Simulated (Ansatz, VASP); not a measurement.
## One calculation of Zr2F3, two programs

```
CELL_PARAMETERS angstrom
2.78166 1.60599 2.24629
-2.78166 1.60599 2.24629
0.00000 -3.21199 2.24629
ATOMIC_POSITIONS crystal
Zr 0.26000 0.26000 0.26000
Zr 0.74000 0.74000 0.74000
F 0.00000 0.25000 0.75000
F 0.75000 0.00000 0.25000
F 0.25000 0.75000 0.00000
```

Change from the starting cell: species swapped into the Ni3Se2 type (R32, No. 155).

Alike in both runs: task single point; functional PBE; k mesh 6 × 6 × 6; occupations gaussian, width 0.1 eV; no spin polarisation.

```csv
,VASP,Ansatz
version,VASP 6.6.1,Ansatz 0.2.0
potentials or method,"VASP PAW PBE potentials, release 64 (Zr_sv, F), cutoff 520 eV","scalar-relativistic, plane waves, PAW"
valence electrons in the cell,45,45
```

VASP gave:

| Property | Result |
| --- | --- |
| gap on the k mesh at the Fermi level (eV) | none |
| pressure (GPa) | 25.4 |
| traceless stress, the component that is largest in VASP (GPa) | -0.25 |
| rms of the force components (eV/Å) | 0.389 |

Question: What did Ansatz give for the same quantities?

Answer: gap on the k mesh at the Fermi level (eV): none; pressure (GPa): 25.2; traceless stress, the component that is largest in VASP (GPa): -0.19; rms of the force components (eV/Å): 0.380.

Atom by atom the forces differ by 0.009 eV/Å (rms over components). A gap of «none» marks a metal or a gap that the smearing closes. With one functional, cell and mesh, what is left measures potentials, basis and numerics.
